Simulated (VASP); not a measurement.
# Y (P6_3/mmc) in VASP: notebook

Y is run at these levels: LDA; tasks: single point.

Everything below comes from runs of VASP 6.6.1. Logs are shortened: lines on timing, memory, paths and dates and some standing lists are left out, and cuts for length are marked.

## (1) The cell of the first run

It takes space group P6_3/mmc (No. 194, hexagonal). Conventional cell: a = 3.643 Å, b = 3.643 Å, c = 5.879 Å, α = 90.00°, β = 90.00°, γ = 120.00°. Within 4.7 Å of Y (site symmetry -6m2) lie 12 Y at 3.61 to 3.64 Å.

## (2) Single point, LDA

Contents of INCAR:

```
  PREC = Accurate
  ENCUT = 520
  EDIFF = 1E-6
  ISMEAR = 0
  SIGMA = 0.1
  LREAL = F
  LASPH = T
  NELM = 80
  ALGO = Normal
  ISIF = 2
  LWAVE = F
  LCHARG = T
  LELF = T
  LVHAR = T
  NBANDS = 18
```

Contents of KPOINTS:

```
regular mesh
0
Gamma
  6 6 4
```

Contents of POSCAR:

```
Y
1.0
    3.6425693900      0.0000000000      0.0000000000
   -1.8212847000      3.1545576300      0.0000000000
    0.0000000000      0.0000000000      5.8791583500
Y
2
Direct
    0.3333333300      0.6666666700      0.2500000000
    0.6666666700      0.3333333300      0.7500000000
```

Potentials or basis: VASP PAW LDA potentials, release 64 (Y_sv).

Run with:

```bash
$ cat potpaw_LDA.64/Y_sv/POTCAR > POTCAR
$ mpirun -np 1 vasp_std > vasp.out
```

OUTCAR:

```text
PREC = Accurate
   ENCUT = 520
   EDIFF = 1E-6
   ISMEAR = 0
   LREAL = F
   LASPH = T
   NELM = 80
   ISIF = 2

 ion  position               nearest neighbor table
   1  0.333  0.667  0.250-   2 3.61   2 3.61   2 3.61   2 3.61   2 3.61   2 3.61
   2  0.667  0.333  0.750-   1 3.61   1 3.61   1 3.61   1 3.61   1 3.61   1 3.61

  LATTYP: Found a hexagonal cell.
 ALAT       =     3.6425693900
 C/A-ratio  =     1.6140140984

  Lattice vectors:

 A1 = (   3.6425693900,   0.0000000000,   0.0000000000)
 A2 = (  -1.8212847000,   3.1545576300,   0.0000000000)
 A3 = (   0.0000000000,   0.0000000000,   5.8791583500)

Analysis of symmetry for initial positions (statically):
=====================================================================
 Subroutine PRICEL returns:
 Original cell was already a primitive cell.

 Routine SETGRP: Setting up the symmetry group for a
 hexagonal supercell.

 Subroutine GETGRP returns: Found 24 space group operations
 (whereof 12 operations were pure point group operations)
 out of a pool of 24 trial point group operations.

The static configuration has the point symmetry D_3d.
 The point group associated with its full space group is D_6h.

Analysis of symmetry for dynamics (positions and initial velocities):
=====================================================================
 Subroutine PRICEL returns:
 Original cell was already a primitive cell.

 Routine SETGRP: Setting up the symmetry group for a
 hexagonal supercell.

 Subroutine GETGRP returns: Found 24 space group operations
 (whereof 12 operations were pure point group operations)
 out of a pool of 24 trial point group operations.

The dynamic configuration has the point symmetry D_3d.
 The point group associated with its full space group is D_6h.

 Subroutine INISYM returns: Found 24 space group operations
 (whereof 12 operations are pure point group operations),
 and found     1 'primitive' translations

----------------------------------------------------------------------------------------

                                     Primitive cell

  volume of cell :      67.5556

  direct lattice vectors                    reciprocal lattice vectors
     3.642569390  0.000000000  0.000000000     0.274531489  0.158500830  0.000000000
    -1.821284700  3.154557630  0.000000000     0.000000000  0.317001658  0.000000000
     0.000000000  0.000000000  5.879158350     0.000000000  0.000000000  0.170092374

  length of vectors
     3.642569390  3.642569395  5.879158350     0.317001659  0.317001658  0.170092374

  position of ions in fractional coordinates (direct lattice)
     0.333333330  0.666666670  0.250000000
     0.666666670  0.333333330  0.750000000

  ion indices of the primitive-cell ions
   primitive index   ion index
                 1           1
                 2           2

----------------------------------------------------------------------------------------

 KPOINTS: regular mesh

Automatic generation of k-mesh.
 Grid dimensions read from file:
 generate k-points for:    6    6    4

 Generating k-lattice:

  Cartesian coordinates                     Fractional coordinates (reciprocal lattice)
     0.045755248  0.026416805  0.000000000     0.166666667 -0.000000000  0.000000000
     0.000000000  0.052833610  0.000000000     0.000000000  0.166666667  0.000000000
     0.000000000  0.000000000  0.042523093     0.000000000  0.000000000  0.250000000

  Length of vectors
     0.052833610  0.052833610  0.042523093

  Shift w.r.t. Gamma in fractional coordinates (k-lattice)
     0.000000000  0.000000000  0.000000000

 Subroutine IBZKPT returns following result:
 ===========================================

 Found     21 irreducible k-points:

 Following reciprocal coordinates:
            Coordinates               Weight
  0.000000  0.000000  0.000000      1.000000
  0.166667  0.000000  0.000000      6.000000
  0.333333  0.000000  0.000000      6.000000
  0.500000  0.000000  0.000000      3.000000
  0.166667  0.166667  0.000000      6.000000
  0.333333  0.166667  0.000000     12.000000
[... 13 lines left out ...]
  0.333333  0.166667  0.500000     12.000000
  0.333333  0.333333  0.500000      2.000000
   k-points           NKPTS =     21   k-points in BZ     NKDIM =     21   number of bands    NBANDS=     18
   number of dos      NEDOS =    301   number of ions     NIONS =      2
   total plane-waves  NPLWV =  37632
   dimension x,y,z NGX =    28 NGY =   28 NGZ =   48
   dimension x,y,z NGXF=    56 NGYF=   56 NGZF=   96
   ions per type =               2
   NGX,Y,Z   is equivalent  to a cutoff of  12.78, 12.78, 13.57 a.u.
   NGXF,Y,Z  is equivalent  to a cutoff of  25.56, 25.56, 27.15 a.u.
 SYSTEM =  unknown system
   PREC   = accura    normal or accurate (medium, high low for compatibility)
   ISTART =      0    job   : 0-new  1-cont  2-samecut
   ICHARG =      2    charge: 1-file 2-atom 10-const
   ISPIN  =      1    spin polarized calculation?
   LNONCOLLINEAR =      F non collinear calculations
   LSORBIT =      F    spin-orbit coupling
   LASPH  =      T    aspherical Exc in radial PAW
   ENCUT  =  520.0 eV  38.22 Ry    6.18 a.u.   6.77  6.77 10.93*2*pi/ulx,y,z
   NELM   =     80;   NELMIN=  2; NELMDL= -5     # of ELM steps
   EDIFF  = 0.1E-05   stopping-criterion for ELM
   LREAL  =      F    real-space projection
   EDIFFG = 0.1E-04   stopping-criterion for IOM
   NSW    =      0    number of steps for IOM
   IBRION =     -1    ionic relax: 0-MD 1-quasi-New 2-CG
   NFREE  =      0    steps in history (QN), initial steepest desc. (CG)
   ISIF   =      2    stress and relaxation
   ISYM   =      2    0-nonsym 1-usesym 2-fastsym
   POTIM  = 0.5000    time-step for ionic-motion
   TEBEG  =    0.0;   TEEND  =   0.0 temperature during run
   PSTRESS=    0.0 pullay stress
   NELECT =      22.0000    total number of electrons
   NUPDOWN=      -1.0000    fix difference up-down
   EMIN   =  10.00;   EMAX   =-10.00  energy-range for DOS
   EFERMI =   0.00;   METHOD = LEGACY
   ISMEAR =     0;   SIGMA  =   0.10  broadening in eV -4-tet -1-fermi 0-gaus
   EFERMI_NEDOS =   21; number of points for ismear=-14 and -15
   IALGO  =     38    algorithm
   IMIX   =      4    mixing-type and parameters
     AMIX     =   0.40;   BMIX     =  1.00
     AMIX_MAG =   1.60;   BMIX_MAG =  1.00
  volume/ion in A,a.u.               =      33.78       227.94
  Fermi-wavevector in a.u.,A,eV,Ry     =   1.126320  2.128437 17.260315  1.268597
  Thomas-Fermi vector in A             =   2.263002
   LORBIT       =      0    0 simple, 1 ext, 2 COOP (PROOUT), +10 PAW based schemes
   GGA     = CA    functional components
   LHFCALC =     F    Hartree Fock is set to
   AEXX    =    0.0000 exact exchange contribution
   IVDW    =     0    specifies the selected vdW correction
   LEPSILON=     F    determine dielectric tensor
   LRPA    =     F    only Hartree local field effects (RPA)
 non-spin polarized calculation
 Gauss-broadening in eV      SIGMA  =   0.10
  energy-cutoff  :      520.00
  volume of cell :       67.56
 maximum number of plane-waves:      1842
 NGX is ok and might be reduce to    28
   NGX = 13   NGY = 13   NGZ = 21

 number of electron      22.0000001 magnetization

 Free energy of the ion-electron system (eV)
  ---------------------------------------------------
  ext. energy  EPLUGINS =         0.00000000
  ---------------------------------------------------
  free energy    TOTEN  =       -13.77747404 eV

  energy without entropy =      -13.75272260  energy(sigma->0) =      -13.76509832

 E-fermi :   2.7492     XC(G=0):  -9.5343

 val. band max:        2.7363401021   @ k =   0.3333   0.1667   0.2500
 cond. band min:       2.7984468517   @ k =   0.1667   0.1667   0.0000
 fundamental gap:      0.0621067496
 Fermi energy:         2.7492319232

 k-point     1 :       0.0000    0.0000    0.0000
  band No.  band energies     occupation
      1     -39.8339      2.00000
      2     -39.7744      2.00000
      3     -20.1836      2.00000
      4     -19.7514      2.00000
      5     -19.7514      2.00000
      6     -19.6795      2.00000
[... 10 lines left out ...]
     17       5.4982      0.00000
     18       5.4982      0.00000

 k-point     2 :       0.1667    0.0000    0.0000
  band No.  band energies     occupation
      1     -39.8215      2.00000
      2     -39.7690      2.00000
      3     -20.1399      2.00000
      4     -19.8464      2.00000
      5     -19.7813      2.00000
      6     -19.7769      2.00000
[... 10 lines left out ...]
     17       5.0980      0.00000
     18       5.4277      0.00000

 k-point     3 :       0.3333    0.0000    0.0000
  band No.  band energies     occupation
      1     -39.7944      2.00000
      2     -39.7602      2.00000
      3     -20.0369      2.00000
      4     -20.0338      2.00000
      5     -19.9599      2.00000
      6     -19.8374      2.00000
[... 10 lines left out ...]
     17       6.4051      0.00000
     18       6.7443      0.00000

 k-point     4 :       0.5000    0.0000    0.0000
  band No.  band energies     occupation
      1     -39.7781      2.00000
      2     -39.7586      2.00000
      3     -20.1315      2.00000
      4     -20.0466      2.00000
      5     -19.9556      2.00000
      6     -19.8643      2.00000
[... 312 lines left out ...]
      4     -20.0287      2.00000
      5     -19.8205      2.00000
      6     -19.8205      2.00000
[... 10 lines left out ...]
     17       6.7314      0.00000
     18       6.7314      0.00000

 k-point    20 :       0.3333    0.1667    0.5000
  band No.  band energies     occupation
      1     -39.7683      2.00000
      2     -39.7683      2.00000
      3     -20.1156      2.00000
      4     -20.1156      2.00000
      5     -19.8813      2.00000
      6     -19.8813      2.00000
[... 10 lines left out ...]
     17       7.3308      0.00000
     18       7.3308      0.00000

 k-point    21 :       0.3333    0.3333    0.5000
  band No.  band energies     occupation
      1     -39.7638      2.00000
      2     -39.7638      2.00000
      3     -20.0820      2.00000
      4     -20.0820      2.00000
      5     -19.9757      2.00000
      6     -19.9757      2.00000
[... 10 lines left out ...]
     17       7.1232      0.00000
     18       7.1232      0.00000

------------------------ aborting loop because EDIFF is reached ----------------------------------------

  FORCE on cell =-STRESS in cart. coord.  units (eV):
  Direction    XX          YY          ZZ          XY          YZ          ZX
  --------------------------------------------------------------------------------------
  -------------------------------------------------------------------------------------
  Total       -1.5786113     -1.5786113     -2.5864825      0.0000000      0.0000000      0.0000000
  in kB      -37.4390087    -37.4390088    -61.3421047      0.0000001      0.0000000      0.0000000
  external PRESSURE =     -45.4067074 kB  Pullay stress =       0.0000000 kB

 VOLUME and BASIS-vectors are now :
 -----------------------------------------------------------------------------
  energy-cutoff  :      520.00
  volume of cell :       67.56
      direct lattice vectors                 reciprocal lattice vectors
     3.642569390  0.000000000  0.000000000     0.274531489  0.158500830  0.000000000
    -1.821284700  3.154557630  0.000000000     0.000000000  0.317001658  0.000000000
     0.000000000  0.000000000  5.879158350     0.000000000  0.000000000  0.170092374

 POSITION                                       TOTAL-FORCE (eV/Angst)
 -----------------------------------------------------------------------------------
     -0.00000      2.10304      1.46979         0.000000      0.000000      0.000000
      1.82128      1.05152      4.40937        -0.000000      0.000000      0.000000
 -----------------------------------------------------------------------------------
    total drift:                               -0.000005      0.000003     -0.000000

  FREE ENERGIE OF THE ION-ELECTRON SYSTEM (eV)
  ---------------------------------------------------
  free  energy   TOTEN  =       -13.7774740430 eV

  energy  without entropy=      -13.7527226046  energy(sigma->0) =      -13.76509832
```

Wall time 12 s (1 thread of Intel Xeon 6975P-C (Granite Rapids), shared host); peak memory 0.17 GiB.

Results:

* Free energy: -13.7775 eV
* Pressure: -4.5 GPa
* Band gap on the k mesh: zero (band 11 reaches 3.50 eV, above the bottom of band 12 at 2.31 eV)

## (3) Single point, LDA

This run uses another cell than the first one, of 29.93 Å³/atom, 0.886 times its volume.

Contents of INCAR:

```
PREC = Accurate
ENCUT = 520
EDIFF = 1E-6
ISMEAR = 0
SIGMA = 0.1
LREAL = False
LASPH = True
NELM = 100
ALGO = Fast
ISIF = 2
LWAVE = False
LCHARG = True
LELF = True
LVHAR = True
NBANDS = 18
```

Contents of KPOINTS:

```
Automatic mesh
0
Gamma
  15 15 8
```

Contents of POSCAR:

```
Y
1.0
    3.5432162223      0.0000000028      0.0000000000
   -1.7716081136      3.0685152582      0.0000000000
    0.0000000000      0.0000000000      5.5051912542
Y
2
Direct
    0.3333333333      0.6666666667      0.2500000000
    0.6666666667      0.3333333333      0.7500000000
```

Potentials or basis: VASP PAW LDA potentials, release 64 (Y_sv).

Run with:

```bash
$ cat potpaw_LDA.64/Y_sv/POTCAR > POTCAR
$ mpirun -np 1 vasp_std > vasp.out
```

Wall time 84 s (1 thread of Intel Xeon 6975P-C (Granite Rapids), shared host); peak memory 0.26 GiB.

It converged, with:

* Free energy: -13.9028 eV
* Pressure: -0.1 GPa
* Band gap on the k mesh: zero (band 11 reaches 4.64 eV, above the bottom of band 12 at 2.87 eV)

Levels at points of the mesh, in eV from the Fermi level:
```
           k point  band 9  band 10  band 11  band 12  band 13  band 14
(0.00, 0.00, 0.00)   -4.81    -2.02     1.35     1.75     1.75     2.18
(0.00, 0.00, 0.50)   -3.24    -3.24     1.01     1.01     1.65     1.65
```

## (4) Single point, LDA

This run uses another cell than the first one, of 29.93 Å³/atom, 0.886 times its volume.

Contents of INCAR:

```
ALGO = Fast
EDIFF = 1E-7
ENCUT = 520
GGA = CA
ISIF = 2
ISMEAR = 0
LASPH = T
LCHARG = F
LREAL = F
LWAVE = F
NBANDS = 18
NELM = 60
PREC = Accurate
SIGMA = 0.1
```

Contents of KPOINTS:

```
k-points
0
Gamma
  15 15 8
```

POSCAR is that of step 3.

Run with:

```bash
$ cat potpaw_LDA.64/Y_sv/POTCAR > POTCAR
$ mpirun -np 1 vasp_std > vasp.out
```

It took 1.7 min on 1 thread of Intel Xeon 6975P-C (Granite Rapids), shared host; peak memory 0.26 GiB.

It converged, with:

* Free energy: -13.9028 eV
* Pressure: -0.1 GPa
* Band gap on the k mesh: zero (band 11 reaches 4.64 eV, above the bottom of band 12 at 2.87 eV)

Levels at points of the mesh, in eV from the Fermi level:
```tsv
k point	band 7	band 8	band 9	band 10	band 11	band 12	band 13	band 14	band 15	band 16
(0.00, 0.00, 0.00)	-22.00	-21.95	-4.81	-2.02	1.35	1.75	1.75	2.18	2.45	2.45
(0.00, 0.00, 0.50)	-22.07	-22.07	-3.24	-3.24	1.01	1.01	1.65	1.65	1.65	1.65
```

## (5) Single point, LDA

This run uses another cell than the first one, of 30.08 Å³/atom, 0.891 times its volume.

Contents of INCAR:

```
PREC     = Accurate       # precision mode
ENCUT    = 520            # plane-wave cutoff, eV
EDIFF    = 1E-6           # SCF threshold, eV
ISMEAR   = -1             # smearing method
SIGMA    = 0.15           # smearing width, eV
LREAL    = F              # projectors in reciprocal space
LASPH    = T              # aspherical terms in the spheres
NELM     = 100            # most SCF steps
ALGO     = Fast           # electronic algorithm
ISIF     = 2              # what is computed and relaxed
LWAVE    = F              # write WAVECAR
LCHARG   = F              # write CHGCAR
NBANDS   = 18             # bands
```

Contents of KPOINTS:

```
regular mesh
0
Gamma
  15 15 8
```

Contents of POSCAR:

```
Y
1.0
    3.5379876875      0.0000000028      0.0000000000
   -1.7689938462      3.0639872143      0.0000000000
    0.0000000000      0.0000000000      5.5502936082
Y
2
Direct
    0.3333333333      0.6666666667      0.2500000000
    0.6666666667      0.3333333333      0.7500000000
```

Run with:

```bash
$ cat potpaw_LDA.64/Y_sv/POTCAR > POTCAR
$ mpirun -np 1 vasp_std > vasp.out
```

It took 85 s on 1 thread of Intel Xeon 6975P-C (Granite Rapids), shared host; peak memory 0.26 GiB.

It converged, with:

| Property | Result |
| --- | --- |
| Free energy | -14.0207 eV |
| Pressure | -0.1 GPa |
| Band gap on the k mesh | zero (band 11 reaches 4.53 eV, above the bottom of band 12 at 2.87 eV) |

Levels at points of the mesh, in eV from the Fermi level:
| k point | band 9 | band 10 | band 11 | band 12 | band 13 | band 14 |
| --- | --- | --- | --- | --- | --- | --- |
| (0.00, 0.00, 0.00) | -4.80 | -2.01 | 1.26 | 1.77 | 1.77 | 2.10 |
| (0.00, 0.00, 0.50) | -3.25 | -3.25 | 0.97 | 0.97 | 1.68 | 1.68 |

## (6) Summary

```csv
cell,k mesh,smearing,gap on the mesh (eV),pressure (GPa)
"a = 3.643, b = 3.643, c = 5.879 Å, angles 90.0, 90.0, 120.0°, 2 atoms",6 × 6 × 4,gaussian 0.1 eV,none,-4.5
"a = 3.543, b = 3.543, c = 5.505 Å, angles 90.0, 90.0, 120.0°, 2 atoms",15 × 15 × 8,gaussian 0.1 eV,none,-0.1
"a = 3.538, b = 3.538, c = 5.550 Å, angles 90.0, 90.0, 120.0°, 2 atoms",15 × 15 × 8,fermi-dirac 0.15 eV,none,-0.1
```

Alike in all rows: task single point; level LDA; potentials or basis VASP PAW LDA potentials, release 64 (Y_sv); no spin polarisation; cutoff (eV) 520.

Total energies depend on the potentials used, so only differences within one code and one set of settings carry meaning.
